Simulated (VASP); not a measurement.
Set up this calculation in VASP 6.6.1, as the native input.

| Item | Value |
| --- | --- |
| Task | electric field gradients |
| Functional | PBE |
| Potentials or basis | VASP PAW PBE potentials, release 64 (Hf_pv) |
| Cutoff | 520 eV |
| k mesh | 16 × 16 × 16 |
| Occupations | methfessel-paxton, width 0.05 eV |
| Spin | no spin polarisation |
| Dipole correction | no |
| Further INCAR settings | ALGO = Normal; EDIFF = 1e-08; NBANDS = 11 |

The structure of Hf lies in POSCAR:

```
Hf
1.0
   -1.7914625000      1.7914625000      1.8050000000
    1.7914625000     -1.7914625000      1.8050000000
    1.8185375000      1.8185375000     -1.8050000000
Hf
1
Direct
    0.0000000000      0.0000000000      0.0000000000
```

One way to write it, as run:

INCAR

```
SYSTEM = Hf
PREC = Accurate ; ENCUT = 520
EDIFF = 1E-8 ; ISMEAR = 1
SIGMA = 0.05 ; LREAL = .FALSE.
LASPH = .TRUE. ; NELM = 100
ALGO = Normal ; ISIF = 2
LWAVE = .FALSE. ; LCHARG = .FALSE.
GGA = PE ; LEFG = .TRUE.
NBANDS = 11
```

KPOINTS

```
Automatic mesh
0
G
  16 16 16
  0 0 0
```

Potentials or basis: VASP PAW PBE potentials, release 64 (Hf_pv).

Command:

```bash
$ cat potpaw_PBE.64/Hf_pv/POTCAR > POTCAR
$ mpirun -np 1 vasp_std > vasp.out
```

Results of the run:

```
Pressure               : -5.6 GPa
Band gap on the k mesh : zero (band 5 reaches 5.70 eV, above the bottom of band 6 at 3.53 eV)
```

Caveat: without QUAD_EFG the Cq values of the log hold for a quadrupole moment of 1 mb, not for the nuclei; spin-orbit coupling is left out, which moves the levels of the heavy elements.

Wall time 82 s on 1 thread of AMD EPYC 9R14 (Zen 4), on a shared host, peak memory 0.24 GiB.
